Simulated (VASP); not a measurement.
A run of VASP 6.6.1:

File INCAR:

```
SYSTEM = CdHgS2
  PREC = Accurate
  ENCUT = 520
  EDIFF = 1E-7
  ISMEAR = 0
  SIGMA = 0.01
  LREAL = .FALSE.
  LASPH = .TRUE.
  NELM = 100
  ALGO = Normal
  ISIF = 2
  LWAVE = .FALSE.
  LCHARG = .FALSE.
  GGA = PE
  NBANDS = 26
```

KPOINTS

```
Automatic mesh
0
G
  6 6 4
  0 0 0
```

POSCAR

```
CdHgS2
1.0
    4.3013258209      0.0000000000      0.0000000000
    0.0000000000      4.3013258209      0.0000000000
    0.0000000000      0.0000000000      6.0583138117
Cd S Hg
1 2 1
Direct
    0.0000000000      0.0000000000      0.0000000000
    0.0000000000      0.5000000000      0.2462934548
    0.5000000000      0.0000000000      0.7537065452
    0.5000000000      0.5000000000      0.5000000000
```

Potentials or basis: VASP PAW PBE potentials, release 64 (Cd, S, Hg).

Launch:

```bash
$ cat potpaw_PBE.64/Cd/POTCAR potpaw_PBE.64/S/POTCAR potpaw_PBE.64/Hg/POTCAR > POTCAR
$ mpirun -np 1 vasp_std > vasp.out
```

Hardware: 1 thread of Intel(R) Xeon(R) Platinum 8488C (Sapphire Rapids) (shared host).

Question: Estimate the wall time of this run.

Answer: It took 43 s on 1 thread of Intel(R) Xeon(R) Platinum 8488C (Sapphire Rapids), on a shared host, peak memory 0.26 GiB. Counts: scf iterations 15, k points 30.
